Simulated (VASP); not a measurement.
# NaZr4 (Pm-3m) in VASP: notebook, part 2 of 2

VASP 6.6.1. Earlier steps stand in the parts before.

**4. Relaxation of cell and atoms, PBE**

File INCAR:

```
PREC = Accurate
ENCUT = 600
EDIFF = 1E-6
ISMEAR = 0
SIGMA = 0.1
LREAL = False
LASPH = True
NELM = 100
ALGO = Fast
ISIF = 3
LWAVE = False
LCHARG = False
GGA = PE
IBRION = 2
NSW = 90
EDIFFG = -0.04
```

File KPOINTS:

```
Automatic mesh
0
Gamma
  4 4 4
```

File POSCAR:

```
NaZr4
1.0
    4.5150403300      0.0000000000      0.0000000000
    0.0000000000      4.5150403300      0.0000000000
    0.0000000000      0.0000000000      4.5150403300
Na Zr
1 4
Direct
    0.0000000000      0.0000000000      0.0000000000
    0.5000000000      0.0000000000      0.0000000000
    0.0000000000      0.5000000000      0.0000000000
    0.0000000000      0.0000000000      0.5000000000
    0.5000000000      0.5000000000      0.5000000000
```

Command:

```sh
$ cat potpaw_PBE.64/Na_pv/POTCAR potpaw_PBE.64/Zr_sv/POTCAR > POTCAR
$ mpirun -np 1 vasp_std > vasp.out
```

Wall time 12 min (1 thread of Intel Xeon 6975P-C (Granite Rapids), shared host); peak memory 0.22 GiB.

Results (log left out):

- Free energy: -28.5930 eV
- Relaxed volume: 25.10 Å³/atom
- Relaxed cell: a = 5.006 Å, b = 5.006 Å, c = 5.006 Å, α = 90.00°, β = 90.00°, γ = 90.00°
- Space group after relaxing (to 0.1 Å): Pm-3m (No. 221)
- Energy gained by relaxing: 564.9 meV/atom
- Ionic steps: 5
- Pressure after relaxing: 0.1 GPa
- Band gap on the k mesh: zero (an odd number of electrons rules out a gap without spin polarisation)

The path:
```csv
step,energy change (eV),largest force (eV/Å),pressure (GPa),volume (Å³)
1,0.0000,0.0000,34.15,92.04
2,-1.7059,0.0000,-8.97,154.83
3,-2.8234,0.0000,0.60,124.83
4,-2.8239,0.0000,-0.29,126.25
5,-2.8244,0.0000,0.09,125.48
```

Final structure:
```yaml
crystal:
  lattice:
    - [5.00642, 0.00000, 0.00000]
    - [0.00000, 5.00642, 0.00000]
    - [0.00000, 0.00000, 5.00642]
  atoms:
    - { symbol: Na, position: [0.00000, 0.00000, 0.00000] }
    - { symbol: Zr, position: [0.50000, 0.00000, 0.00000] }
    - { symbol: Zr, position: [0.00000, 0.50000, 0.00000] }
    - { symbol: Zr, position: [0.00000, 0.00000, 0.50000] }
    - { symbol: Zr, position: [0.50000, 0.50000, 0.50000] }
```

Levels at points of the mesh, in eV from the Fermi level:
```csv
k point,band 23,band 24,band 25,band 26,band 27,band 28,band 29,band 30,band 31,band 32
"(0.00, 0.00, 0.00)",-1.95,-1.70,-1.70,-1.70,0.62,0.62,0.62,1.58,1.58,1.65
"(0.50, 0.00, 0.00)",-1.04,-1.01,-0.58,-0.58,-0.53,-0.53,-0.44,0.67,1.02,1.69
"(0.50, 0.50, 0.00)",-1.91,-0.61,-0.56,-0.56,-0.21,-0.04,-0.04,0.02,0.06,1.38
"(0.50, 0.50, 0.50)",-2.25,0.33,0.33,0.48,0.48,0.48,0.67,0.67,0.67,0.74
```

Caveat: the volume moved by over 15 % at a fixed basis, so the end points are rough.

**5. Single point, PBE**

This run uses another cell than the first one, of 25.04 Å³/atom.

File INCAR:

```
SYSTEM = NaZr4
  ALGO = Fast
  EDIFF = 1E-6
  ENCUT = 520
  GGA = PE
  ISIF = 2
  ISMEAR = 0
  LASPH = .TRUE.
  LCHARG = .FALSE.
  LREAL = .FALSE.
  LWAVE = .FALSE.
  NBANDS = 36
  NELM = 100
  PREC = Accurate
  SIGMA = 0.1
```

File KPOINTS:

```
k-points
0
G
  8 8 8
  0 0 0
```

Edit POSCAR of step 4 so:

```diff
@@ -2,5 +2,5 @@
 1.0
-    4.5150403300      0.0000000000      0.0000000000
-    0.0000000000      4.5150403300      0.0000000000
-    0.0000000000      0.0000000000      4.5150403300
+    5.0026107791      0.0000000000      0.0000000000
+    0.0000000000      5.0026107791      0.0000000000
+    0.0000000000      0.0000000000      5.0026107791
 Na Zr
```

Command:

```sh
$ cat potpaw_PBE.64/Na_pv/POTCAR potpaw_PBE.64/Zr_sv/POTCAR > POTCAR
$ mpirun -np 1 vasp_std > vasp.out
```

Wall time 8 min (1 thread of Intel Xeon 6975P-C (Granite Rapids), shared host); peak memory 0.31 GiB.

The run converged. Its results:

```yaml
Free_energy: -28.5941 eV
Pressure: 0.1 GPa
Band_gap_on_the_k_mesh: zero (an odd number of electrons rules out a gap without spin polarisation)
```

Levels at points of the mesh, in eV from the Fermi level:
| k point | band 25 | band 26 | band 27 | band 28 | band 29 | band 30 |
| --- | --- | --- | --- | --- | --- | --- |
| (0.00, 0.00, 0.00) | -1.66 | -1.66 | 0.67 | 0.67 | 0.67 | 1.63 |
| (0.50, 0.00, 0.00) | -0.53 | -0.53 | -0.48 | -0.48 | -0.40 | 0.72 |
| (0.50, 0.50, 0.00) | -0.51 | -0.51 | -0.16 | 0.00 | 0.00 | 0.07 |
| (0.50, 0.50, 0.50) | 0.37 | 0.37 | 0.53 | 0.53 | 0.53 | 0.70 |

**6. Single point, PBE, collinear spin**

This run uses another cell than the first one, of 25.04 Å³/atom.

File INCAR:

```
PREC     = Accurate       # precision mode
ENCUT    = 520            # plane-wave cutoff, eV
EDIFF    = 1E-6           # SCF threshold, eV
ISMEAR   = 0              # smearing method
SIGMA    = 0.1            # smearing width, eV
LREAL    = False          # projectors in reciprocal space
LASPH    = True           # aspherical terms in the spheres
NELM     = 150            # most SCF steps
ALGO     = Normal         # electronic algorithm
ISIF     = 2              # what is computed and relaxed
LWAVE    = False          # write WAVECAR
LCHARG   = False          # write CHGCAR
ISPIN    = 2              # spin polarisation
MAGMOM   = 0 1 1 1 1      # initial moments
LORBIT   = 11             # projections on sites
LMAXMIX  = 4              # l up to which the mixer works
GGA      = PE             # functional
NBANDS   = 40             # bands
```

File KPOINTS:

```
regular mesh
0
Gamma
  4 4 4
```

POSCAR is that of step 5.

Potentials or basis: VASP PAW PBE potentials, release 64 (Na_pv, Zr_sv).

Command:

```sh
$ cat potpaw_PBE.64/Na_pv/POTCAR potpaw_PBE.64/Zr_sv/POTCAR > POTCAR
$ mpirun -np 1 vasp_std > vasp.out
```

Run time: 2.4 min. Hardware: 1 thread of Intel Xeon 6975P-C (Granite Rapids), shared host; peak memory 0.31 GiB.

It converged, with:

* Free energy: -28.6069 eV
* Pressure: 0.2 GPa
* Net moment: 0.71 μB per cell
* Site moments: Na +0.02; Zr +0.09, +0.07 (each value once) μB
* Valence electrons inside the program's atomic spheres: Na 6.40; Zr 9.71, 9.51 (each value once)

Levels at points of the mesh, in eV from the Fermi level:
Spin up:
```
           k point  band 23  band 24  band 25  band 26  band 27  band 28  band 29  band 30  band 31  band 32
(0.00, 0.00, 0.00)    -1.99    -1.76    -1.76    -1.76     0.58     0.58     0.58     1.52     1.52     1.52
(0.50, 0.00, 0.00)    -1.09    -1.08    -0.63    -0.63    -0.59    -0.59    -0.49     0.63     0.98     1.50
(0.50, 0.50, 0.00)    -1.96    -0.67    -0.62    -0.62    -0.26    -0.08    -0.08    -0.02     0.03     1.34
(0.50, 0.50, 0.50)    -2.30     0.29     0.29     0.29     0.44     0.44     0.44     0.59     0.62     0.62
```
Spin down:
```
           k point  band 23  band 24  band 25  band 26  band 27  band 28  band 29  band 30
(0.00, 0.00, 0.00)    -1.92    -1.64    -1.64    -1.64     0.67     0.67     0.67     1.65
(0.50, 0.00, 0.00)    -1.00    -0.95    -0.52    -0.52    -0.47    -0.47    -0.40     0.72
(0.50, 0.50, 0.00)    -1.86    -0.54    -0.50    -0.50    -0.16     0.01     0.01     0.06
(0.50, 0.50, 0.50)    -2.20     0.38     0.38     0.38     0.53     0.53     0.53     0.72
```

**7. Relaxation of cell and atoms, PBE**

This run uses another cell than the first one, of 25.04 Å³/atom.

File INCAR:

```
SYSTEM = NaZr4
PREC = Accurate ; ENCUT = 600
EDIFF = 1E-6 ; ISMEAR = 0
SIGMA = 0.1 ; LREAL = .FALSE.
LASPH = .TRUE. ; NELM = 60
ALGO = Fast ; ISIF = 3
LWAVE = .FALSE. ; LCHARG = .FALSE.
GGA = PE ; IBRION = 2
NSW = 100 ; EDIFFG = -0.01
```

File KPOINTS:

```
Automatic mesh
0
G
  8 8 8
  0 0 0
```

POSCAR is that of step 6.

Command:

```sh
$ cat potpaw_PBE.64/Na_pv/POTCAR potpaw_PBE.64/Zr_sv/POTCAR > POTCAR
$ mpirun -np 1 vasp_std > vasp.out
```

It took 8.5 min on 1 thread of Intel Xeon 6975P-C (Granite Rapids), shared host; peak memory 0.33 GiB.

It converged, with:

```yaml
Free_energy: -28.5932 eV
Pressure_after_relaxing: 0.0 GPa
Band_gap_on_the_k_mesh: zero (an odd number of electrons rules out a gap without spin polarisation)
```

Final structure:
```yaml
crystal:
  lattice:
    - [5.00261, 0.00000, 0.00000]
    - [0.00000, 5.00261, 0.00000]
    - [0.00000, 0.00000, 5.00261]
  atoms:
    - { symbol: Na, position: [0.00000, 0.00000, 0.00000] }
    - { symbol: Zr, position: [0.50000, 0.00000, 0.00000] }
    - { symbol: Zr, position: [0.00000, 0.50000, 0.00000] }
    - { symbol: Zr, position: [0.00000, 0.00000, 0.50000] }
    - { symbol: Zr, position: [0.50000, 0.50000, 0.50000] }
```

Levels at points of the mesh, in eV from the Fermi level:
```tsv
k point	band 25	band 26	band 27	band 28	band 29	band 30
(0.00, 0.00, 0.00)	-1.66	-1.66	0.67	0.67	0.67	1.63
(0.50, 0.00, 0.00)	-0.53	-0.53	-0.48	-0.48	-0.40	0.75
(0.50, 0.50, 0.00)	-0.51	-0.51	-0.16	0.00	0.00	0.07
(0.50, 0.50, 0.50)	0.37	0.37	0.53	0.53	0.54	0.70
```

Caveat: the relaxation stopped at its first step, so nothing moved.

**8. Overview**

| task | spin | cell | k mesh | cutoff (eV) | gap on the mesh (eV) | pressure (GPa) |
| --- | --- | --- | --- | --- | --- | --- |
| single point | off | a = 4.515 Å, 5 atoms | 4 × 4 × 4 | 520 | none | 34.1 |
| single point | off | a = 5.003 Å, 5 atoms | 4 × 4 × 4 | 520 | none | 0.2 |
| relaxation of cell and atoms | off | relaxed from a = 4.515 Å, 5 atoms | 4 × 4 × 4 | 600 | none | 0.1 |
| single point | off | a = 5.003 Å, 5 atoms | 8 × 8 × 8 | 520 | none | 0.1 |
| single point | collinear | a = 5.003 Å, 5 atoms | 4 × 4 × 4 | 520 | none | 0.2 |
| relaxation of cell and atoms | off | relaxed from a = 5.003 Å, 5 atoms | 8 × 8 × 8 | 600 | none | 0.0 |

Alike in all rows: level PBE; potentials or basis VASP PAW PBE potentials, release 64 (Na_pv, Zr_sv); smearing gaussian 0.1 eV.

Caveats: the cell stands under pressure (at least some runs); the volume moved by over 15 % at a fixed basis, so the end points are rough (at least some runs); the relaxation stopped at its first step, so nothing moved (at least some runs).

Total energies depend on the potentials used, so only differences within one code and one set of settings carry meaning.
